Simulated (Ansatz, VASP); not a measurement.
**One calculation of HfC, two programs**

The input INCAR:

```
SYSTEM = HfC
AGGAC    = 1.0          
AGGAX    = 1.0          
ALDAC    = 0.0          
ALDAX    = 1.0          
ALGO     = Normal         ! electronic algorithm
EDIFF    = 1E-7           ! SCF threshold, eV
ENCUT    = 520            ! plane-wave cutoff, eV
GGA      = B5             ! functional
ISIF     = 2              ! what is computed and relaxed
ISMEAR   = -1             ! smearing method
LASPH    = .TRUE.         ! aspherical terms in the spheres
LCHARG   = .FALSE.        ! write CHGCAR
LREAL    = .FALSE.        ! projectors in reciprocal space
LWAVE    = .FALSE.        ! write WAVECAR
NBANDS   = 14             ! bands
NELM     = 80             ! most SCF steps
PREC     = Accurate       ! precision mode
SIGMA    = 0.05           ! smearing width, eV
```

File KPOINTS:

```
k-points
0
G
  12 12 12
  0 0 0
```

Contents of POSCAR:

```
HfC
1.0
   -1.3966732300      2.4971805100      1.8473367300
    1.3966732300     -2.4971805100      1.8473367300
    1.3966732300      2.4971805100     -1.8473367300
Hf C
1 1
Direct
    0.9847118300      0.9847118300      0.0000000000
    0.6794548300      0.1794548300      0.5000000000
```

The input input.yaml:

```yaml
crystal:
  lattice:
    - [-1.39667323, 2.49718051, 1.84733673]
    - [1.39667323, -2.49718051, 1.84733673]
    - [1.39667323, 2.49718051, -1.84733673]
  atoms:
    - { symbol: Hf, position: [0.98471183, 0.98471183, 0.0] }
    - { symbol: C, position: [0.67945483, 0.17945483, 0.5] }
hamiltonian:
  xc: blyp
  pseudopotentials: { kind: paw }
kpoints:
  mp_grid: { grid: [12, 12, 12] }
  band_path:
    path:
      - [[0.0, 0.0, 0.0], [0.3282041416, -0.3282041416, -0.3282041416], [0.2150186852, -0.4413895981, -0.2150186852], [0.0, -0.5, 0.0], [-0.25, -0.25, -0.25], [0.0, 0.0, -0.5], [-0.3282041416, 0.3282041416, -0.6717958584], [-0.5, 0.5, -0.5], [0.0, 0.0, 0.0], [-0.3868145435, -0.3868145435, 0.3868145435], [-0.5, 0.0, 0.0], [-0.25, -0.25, -0.25]]
      - [[-0.2150186852, -0.5586104019, 0.2150186852], [-0.3868145435, -0.3868145435, 0.3868145435]]
      - [[-0.6131854565, 0.3868145435, -0.3868145435], [-0.5, 0.5, -0.5]]
    npoints: 14
scf:
  occupations: { method: fermi_dirac, width: 0.05 }
  n_extra_bands: 6
output:
  forces: true
  stress: true
  eigenvalues: true
  fatbands: false
```

Alike in both runs: functional BLYP; k mesh 12 × 12 × 12; occupations fermi-dirac, width 0.05 eV; no spin polarisation.

```csv
,VASP,Ansatz
version,VASP 6.6.1,Ansatz 0.2.0
potentials or method,"VASP PAW PBE potentials, release 64 (Hf_pv, C)",Ansatz PAW
plane-wave cutoff (eV),520,420
valence electrons in the cell,14,30
task,single point,band structure
```

|  | VASP | Ansatz | Ansatz less VASP |
| --- | --- | --- | --- |
| gap on the k mesh at the Fermi level (eV) | 0.38 | 0.42 | +0.035 |
| least direct gap on the mesh (eV) | 0.78 | 0.82 | +0.032 |
| rms of the force components (eV/Å) | 6.779 | 6.613 | -0.1652 |

VASP's potentials were made for PBE, not for BLYP. Atom by atom the forces differ by 0.165 eV/Å (rms over components). VASP's potentials hold 14 valence electrons a cell and Ansatz's 30, so a difference there can come from the potentials and not from the codes.

Neither program's run includes spin-orbit coupling.
